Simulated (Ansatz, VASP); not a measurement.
## Two plane-wave programs on WC

```xyz
2
Lattice="2.8982 0.0000 0.0000 -1.4491 2.5099 0.0000 0.0000 0.0000 2.8880" Properties=species:S:1:pos:R:3 pbc="T T T"
W     0.0000    0.0000    0.0000
C     1.4491    0.8366    1.4440
```

Change from the starting cell: z stretched by +2 %, ions relaxed.

Alike in both runs: functional PBE; k mesh 18 × 18 × 16; occupations fermi-dirac, width 0.05 eV; collinear spin.

Ansatz relaxed the structure, and its values are those at the end. VASP's run is a single point on that final structure, the one shown.

|  | VASP | Ansatz |
| --- | --- | --- |
| version | VASP 6.6.1 | Ansatz 0.2.0 |
| potentials or method | VASP PAW PBE potentials, release 64 (W_sv, C) | plane-wave PAW, scalar-relativistic |
| plane-wave cutoff (eV) | 520 | 420 |
| valence electrons in the cell | 18 | 18 |

Ansatz gave:

```
pressure (GPa)           : 0.0
net moment per atom (μB) : 0.00
```

What did VASP give for the same quantities?

Pressure (GPa): 1.0; net moment per atom (μB): 0.00.

With one functional, cell and mesh, what is left measures potentials, basis and numerics. Ansatz's warnings: seeded moment not kept, stress scf threshold loose.

Neither program's run includes spin-orbit coupling.
